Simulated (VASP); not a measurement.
Write the native input for VASP 6.6.1 that does the following.

| Property | Result |
| --- | --- |
| Task | single point |
| Functional | PBE |
| Potentials or basis | VASP PAW PBE potentials, release 64 (B, N) |
| Cutoff | 520 eV |
| k mesh | 15 × 15 × 4 |
| Occupations | gaussian, width 0.05 eV |
| Spin | no spin polarisation |
| Dipole correction | no |
| k mesh for the DOS | 23 × 23 × 6 |
| Occupations for the DOS | tetrahedron |
| Further INCAR settings | ALGO = Normal; EDIFF = 1e-06 |

The system is BN.

```xyz
4
Lattice="2.4982 0.0000 0.0000 -1.2491 2.1635 0.0000 0.0000 0.0000 6.6357" Properties=species:S:1:pos:R:3 pbc="T T T"
B     0.0000    1.4424    1.6589
B     1.2491    0.7212    4.9768
N     0.0000    1.4424    4.9768
N     1.2491    0.7212    1.6589
```

The input as run:

POSCAR

```
BN
1.0
    2.4982400000      0.0000000000      0.0000000000
   -1.2491200000      2.1635393048      0.0000000000
    0.0000000000      0.0000000000      6.6357000000
B N
2 2
Direct
    0.3333333333      0.6666666667      0.2500000000
    0.6666666667      0.3333333333      0.7500000000
    0.3333333333      0.6666666667      0.7500000000
    0.6666666667      0.3333333333      0.2500000000
```

INCAR.step1

```
ALGO = Normal
EDIFF = 1E-6
ENCUT = 520
GGA = PE
ISIF = 2
ISMEAR = 0
LASPH = True
LCHARG = True
LREAL = False
LWAVE = False
NBANDS = 16
NELM = 80
PREC = Accurate
SIGMA = 0.05
```

KPOINTS.step1

```
k-points
0
Gamma
  15 15 4
```

INCAR.step2

```
ALGO = Normal
EDIFF = 1E-6
ENCUT = 520
GGA = PE
ICHARG = 11
ISIF = 2
ISMEAR = -5
LASPH = True
LCHARG = False
LORBIT = 11
LREAL = False
LWAVE = False
NEDOS = 2001
NELM = 80
PREC = Accurate
SIGMA = 0.05
```

KPOINTS.step2

```
k-points
0
Gamma
  23 23 6
```

Potentials or basis: VASP PAW PBE potentials, release 64 (B, N).

Run with:

```bash
$ cat potpaw_PBE.64/B/POTCAR potpaw_PBE.64/N/POTCAR > POTCAR
$ cp INCAR.step1 INCAR
$ cp KPOINTS.step1 KPOINTS
$ mpirun -np 1 vasp_std > vasp.out
$ cp INCAR.step2 INCAR
$ cp KPOINTS.step2 KPOINTS
$ mpirun -np 1 vasp_std > vasp.out
```

It gave:

```
Valence electrons inside the program's atomic spheres : B 2.18; N 4.03
```

It took 2.6 min on 1 thread of Intel Xeon 8259CL, on a shared host, peak memory 0.21 GiB.
